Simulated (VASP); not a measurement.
A run of VASP 6.6.1 is set up as follows.

File INCAR:

```
SYSTEM = Si
  PREC = Accurate
  ENCUT = 520
  EDIFF = 1E-6
  ISMEAR = 0
  SIGMA = 0.03
  LREAL = .FALSE.
  LASPH = .TRUE.
  NELM = 60
  ALGO = Normal
  ISIF = 2
  LWAVE = .FALSE.
  LCHARG = .FALSE.
  NBANDS = 16
```

Contents of KPOINTS:

```
Automatic mesh
0
G
  12 12 6
  0 0 0
```

File POSCAR:

```
Si
1.0
    3.7546911113      0.0000000000      0.0000000000
   -1.8773455557      3.3843786158      0.0000000000
    0.0000000000      0.0000000000      6.3326220002
Si
4
Direct
    0.3333333333      0.6666666667      0.0630095000
    0.6666666667      0.3333333333      0.5630095000
    0.3333333333      0.6666666667      0.4369905000
    0.6666666667      0.3333333333      0.9369905000
```

Potentials or basis: VASP PAW LDA potentials, release 64 (Si).

The run is started by

```console
$ cat potpaw_LDA.64/Si/POTCAR > POTCAR
$ mpirun -np 1 vasp_std > vasp.out
```

Question: Predict the pressure.

Answer: -1.9 GPa.

Question: Estimate the band gap on the k mesh.

Answer: 0.10 eV (least direct gap 0.74 eV).

Question: What does it give for the largest force?

Answer: 0.278 eV/Å.

Stress tensor (GPa, compression positive):
```
 1.52  0.00  0.00
 0.00 -5.25  0.00
 0.00  0.00 -1.90
```

Caveat: the cell differs from its parent crystal (strain -0.0200 x Voigt [1, -1, 0, 0, 0, 0]). A k mesh can miss the band edges.
